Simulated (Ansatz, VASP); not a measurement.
## One calculation of Mg2Ti3O3, two programs

```
CELL_PARAMETERS angstrom
4.38250 0.00000 0.00000
0.00000 4.38250 0.00000
0.00000 0.00000 5.42643
ATOMIC_POSITIONS crystal
Mg 0.00000 0.00000 0.00000
Mg 0.50000 0.50000 0.00000
Ti 0.00000 0.50000 0.50000
Ti 0.50000 0.00000 0.50000
Ti 0.00000 0.00000 0.50000
O 0.50000 0.50000 0.50000
O 0.00000 0.50000 0.00000
O 0.50000 0.00000 0.00000
```

Alike in both runs: functional PBE; k mesh 4 × 4 × 2; occupations gaussian, width 0.2 eV; collinear spin.

Ansatz relaxed the structure, and its values are those at the end. VASP's run is a single point on that final structure, the one shown.

|  | VASP | Ansatz |
| --- | --- | --- |
| version | VASP 6.6.1 | Ansatz 0.2.0 |
| potentials or method | VASP PAW PBE potentials, release 64 (Mg, Ti_sv, O), cutoff 520 eV | scalar-relativistic, plane waves, PAW |
| valence electrons in the cell | 58 | 74 |

```tsv
	VASP	Ansatz	Ansatz less VASP
gap on the k mesh at the Fermi level (eV)	none	none	-
pressure (GPa)	0.1	0.1	+0.06
net moment per atom (μB)	0.00	0.00	0.000
```

A gap of «none» marks a metal or a gap that the smearing closes. With one functional, cell and mesh, what is left measures potentials, basis and numerics. VASP's potentials hold 58 valence electrons a cell and Ansatz's 74, so a difference there can come from the potentials and not from the codes. Ansatz's warnings: seeded moment not kept.

The k mesh is coarse, so the values compare programs but aren't converged.
